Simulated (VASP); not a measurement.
Write the native input for VASP 6.6.1 that does the following.

| Item | Value |
| --- | --- |
| Task | single point |
| Functional | LDA |
| Potentials or basis | VASP PAW LDA potentials, release 64 (Bi_d, Se) |
| Cutoff | 520 eV |
| k mesh | 8 × 8 × 8 |
| Occupations | fermi-dirac, width 0.05 eV |
| Spin | no spin polarisation |
| Dipole correction | no |
| Further INCAR settings | ALGO = Normal; EDIFF = 1e-06; NBANDS = 32 |

The structure of Bi2Se3 (Paraguanajuatite) lies in POSCAR:

```
Bi2Se3
1.0
    2.0852189429      1.2039017179      9.6085493036
   -2.0852189429      1.2039017179      9.6085493036
    0.0000000000     -2.4078034360      9.6085493036
Bi Se
2 3
Direct
    0.5992000000      0.5992000000      0.5992000000
    0.4008000000      0.4008000000      0.4008000000
    0.7883000000      0.7883000000      0.7883000000
    0.2117000000      0.2117000000      0.2117000000
    0.0000000000      0.0000000000      0.0000000000
```

One way to write it, as run:

INCAR

```
SYSTEM = Bi2Se3
  ALGO = Normal
  EDIFF = 1E-6
  ENCUT = 520
  ISIF = 2
  ISMEAR = -1
  LASPH = .TRUE.
  LCHARG = .TRUE.
  LELF = .TRUE.
  LREAL = .FALSE.
  LVHAR = .TRUE.
  LWAVE = .FALSE.
  NBANDS = 32
  NELM = 80
  PREC = Accurate
  SIGMA = 0.05
```

KPOINTS

```
k-points
0
G
  8 8 8
  0 0 0
```

Potentials or basis: VASP PAW LDA potentials, release 64 (Bi_d, Se).

Run with:

```bash
$ cat potpaw_LDA.64/Bi_d/POTCAR potpaw_LDA.64/Se/POTCAR > POTCAR
$ mpirun -np 1 vasp_std > vasp.out
```

Results of the run:

- Pressure: -2.8 GPa
- Largest force: 0.128 eV/Å
- Band gap on the k mesh: 0.10 eV, direct

Caveat: spin-orbit coupling is left out, which moves the levels of the heavy elements.

Run time: 14 min on 1 thread of Intel(R) Xeon(R) 6975P-C (Granite Rapids), on a shared host, peak memory 0.8 GiB.
